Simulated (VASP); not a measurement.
A run of VASP 6.6.1 is set up as follows.

INCAR

```
SYSTEM = NbIn2Se3
PREC     = Accurate       ! precision mode
ENCUT    = 600            ! plane-wave cutoff, eV
EDIFF    = 1E-7           ! SCF threshold, eV
ISMEAR   = 0              ! smearing method
SIGMA    = 0.1            ! smearing width, eV
LREAL    = .FALSE.        ! projectors in reciprocal space
LASPH    = .TRUE.         ! aspherical terms in the spheres
NELM     = 150            ! most SCF steps
ALGO     = Normal         ! electronic algorithm
ISIF     = 3              ! what is computed and relaxed
LWAVE    = .FALSE.        ! write WAVECAR
LCHARG   = .FALSE.        ! write CHGCAR
ISPIN    = 2              ! spin polarisation
MAGMOM   = 3.59 0 0 0 0 0 ! initial moments
LORBIT   = 11             ! projections on sites
LMAXMIX  = 4              ! l up to which the mixer works
GGA      = PE             ! functional
IBRION   = 2              ! ionic algorithm
NSW      = 90             ! ionic steps
EDIFFG   = -0.04          ! ionic threshold
```

Contents of KPOINTS:

```
Automatic mesh
0
G
  3 3 6
  0 0 0
```

Contents of POSCAR:

```
NbIn2Se3
1.0
    7.3176330497      0.0000000000      0.0000000000
   -3.6588165248      6.3372561166      0.0000000000
    0.0000000000      0.0000000000      3.7043677041
Nb In Se
1 2 3
Direct
    0.0000000000      0.0000000000      0.0000000000
    0.3333333333      0.6666666667      0.0000000000
    0.6666666667      0.3333333333      0.0000000000
    0.5000000000      0.0000000000      0.5000000000
    0.0000000000      0.5000000000      0.5000000000
    0.5000000000      0.5000000000      0.5000000000
```

Potentials or basis: VASP PAW PBE potentials, release 64 (Nb_sv, In_d, Se).

Command:

```console
$ cat potpaw_PBE.64/Nb_sv/POTCAR potpaw_PBE.64/In_d/POTCAR potpaw_PBE.64/Se/POTCAR > POTCAR
$ mpirun -np 1 vasp_std > vasp.out
```

Task: What does it give for the space group after relaxing (to 0.1 Å)?

Result: P6/mmm (No. 191).

Task: Predict the net moment.

Result: 3.71 μB per cell.

Task: Predict the relaxed volume.

Result: 28.26 Å³/atom.

Task: Estimate the relaxed cell.

Result: a = 7.282 Å, b = 7.282 Å, c = 3.691 Å, α = 90.00°, β = 90.00°, γ = 120.00°.

Final structure:
```cif
data_structure
_symmetry_space_group_name_H-M 'P 1'
_symmetry_Int_Tables_number 1
_cell_length_a 7.2824
_cell_length_b 7.2824
_cell_length_c 3.6912
_cell_angle_alpha 90.000
_cell_angle_beta 90.000
_cell_angle_gamma 120.000
_cell_volume 169.53
loop_
_atom_site_label
_atom_site_type_symbol
_atom_site_fract_x
_atom_site_fract_y
_atom_site_fract_z
_atom_site_occupancy
Nb1 Nb 0.00000 0.00000 0.00000 1
In1 In 0.33333 0.66667 0.00000 1
In2 In 0.66667 0.33333 0.00000 1
Se1 Se 0.50000 0.00000 0.50000 1
Se2 Se 0.00000 0.50000 0.50000 1
Se3 Se 0.50000 0.50000 0.50000 1
```
